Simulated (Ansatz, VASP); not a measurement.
# Si: VASP beside Ansatz

```xyz
17
Lattice="0.0000 5.4300 5.4300 5.4300 0.0000 5.4300 5.4300 5.4300 0.0000" Properties=species:S:1:pos:R:3 pbc="T T T"
Si   -0.0042    0.0038   -0.0040
Si    1.3564    1.3239    1.3577
Si    2.7333    2.6960   -0.0208
Si    4.1063    4.0724    1.3567
Si    2.7184    0.0054    2.7190
Si    4.0727    1.3576    4.0726
Si    5.4250    2.7114    2.7183
Si    6.7852    4.0747    4.0371
Si   -0.0231    2.6947    2.7350
Si    1.3560    4.0719    4.1061
Si    2.7321    5.4491    2.7325
Si    4.0664    6.7891    4.0689
Si    2.7181    2.7110    5.4248
Si    4.0361    4.0741    6.7859
Si    5.4042    5.4543    5.4051
Si    6.7847    6.8223    6.7848
Si    6.7816    4.0741    6.7840
```

Alike in both runs: functional LDA; k mesh 2 × 2 × 2; occupations fermi-dirac, width 0.02 eV; no spin polarisation.

Ansatz relaxed the structure, and its values are those at the end. VASP's run is a single point on that final structure, the one shown.

|  | VASP | Ansatz |
| --- | --- | --- |
| version | VASP 6.6.1 | Ansatz 0.2.0 |
| potentials or method | VASP PAW LDA potentials, release 64 (Si), cutoff 400 eV | scalar-relativistic, plane waves, PAW |
| valence electrons in the cell | 68 | 68 |

VASP gave:

```
rms of the force components (eV/Å) : 0.013
```

Question: Which values does Ansatz return?

Answer: rms of the force components (eV/Å): 0.012.

Ansatz warns that its potentials were made for another functional, while VASP's fit it. LDA's correlation is that of Perdew and Zunger in VASP and of Perdew and Wang (1992) in Ansatz.

The k mesh is coarse, so the values compare programs but aren't converged.
